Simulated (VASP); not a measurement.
## Mn: relaxation of cell and atoms with PBEsol

Crystal: Mn.

```xyz
2
Lattice="2.4509 0.0000 0.0000 -1.2255 2.1226 0.0000 0.0000 0.0000 3.9746" Properties=species:S:1:pos:R:3 pbc="T T T"
Mn    0.0000    1.4151    0.9937
Mn    1.2255    0.7075    2.9810
```

```json
{"Program": "VASP 6.6.1", "Task": "relaxation of cell and atoms", "Functional": "PBEsol", "Potentials or basis": "VASP PAW PBE potentials, release 64 (Mn_pv)", "Cutoff": "600 eV", "k mesh": "18 × 18 × 10", "Occupations": "gaussian, width 0.1 eV", "Spin": "no spin polarisation", "Dipole correction": "no", "Further INCAR settings": "ALGO = Normal; EDIFF = 1e-06; IBRION = 2; EDIFFG = -0.01; NSW = 80; ISIF = 3"}
```

The relaxed volume is 10.32 Å³/atom. The relaxed cell is a = 2.452 Å, b = 2.452 Å, c = 3.962 Å, α = 90.00°, β = 90.00°, γ = 120.00°. The space group after relaxing (to 0.05 Å) is P6_3/mmc (No. 194). The energy gained by relaxing is 0.1 meV/atom, the ionic steps are 4 and the pressure after relaxing is 0.0 GPa. The band gap on the k mesh is zero (band 13 reaches 11.99 eV, above the bottom of band 14 at 9.69 eV).

Stress tensor (GPa, compression positive):
```
-0.09  0.00  0.00
 0.00 -0.09  0.00
 0.00  0.00  0.12
```

Step by step:
```tsv
step	energy change (eV)	largest force (eV/Å)	pressure (GPa)	volume (Å³)
1	0.0000	0.0000	-0.68	20.68
2	0.0001	0.0000	1.24	20.55
3	-0.0002	0.0000	0.20	20.61
4	-0.0003	0.0000	-0.02	20.63
```

Final structure:
```
CELL_PARAMETERS angstrom
2.45209 0.00000 0.00000
-1.22605 2.12358 0.00000
0.00000 0.00000 3.96240
ATOMIC_POSITIONS crystal
Mn 0.33333 0.66667 0.25000
Mn 0.66667 0.33333 0.75000
```

Levels at points of the mesh, in eV from the Fermi level:
| k point | band 10 | band 11 | band 12 | band 13 | band 14 | band 15 | band 16 | band 17 |
| --- | --- | --- | --- | --- | --- | --- | --- | --- |
| (0.00, 0.00, 0.00) | -1.00 | -1.00 | -0.50 | -0.50 | 0.04 | 0.04 | 0.82 | 1.71 |
| (0.50, 0.00, 0.00) | -1.38 | -1.24 | -0.97 | -0.42 | 1.93 | 2.10 | 2.17 | 3.79 |
| (0.00, 0.00, 0.50) | -1.60 | -1.09 | -1.09 | -1.09 | -1.09 | 1.27 | 1.27 | 1.27 |
| (0.50, 0.00, 0.50) | -2.79 | 0.20 | 0.20 | 0.92 | 0.92 | 2.07 | 2.07 | 3.35 |

Run time: 4.3 min on 1 thread of Intel Xeon 8259CL, on a shared host, peak memory 0.2 GiB.

Caveat: the PAW data sets were made with another functional, which shifts forces and pressure a little; the run has no spin polarisation, though such a crystal can be magnetic. Spin polarisation is off, so any magnetic state and its effect on volume and gap are missing.
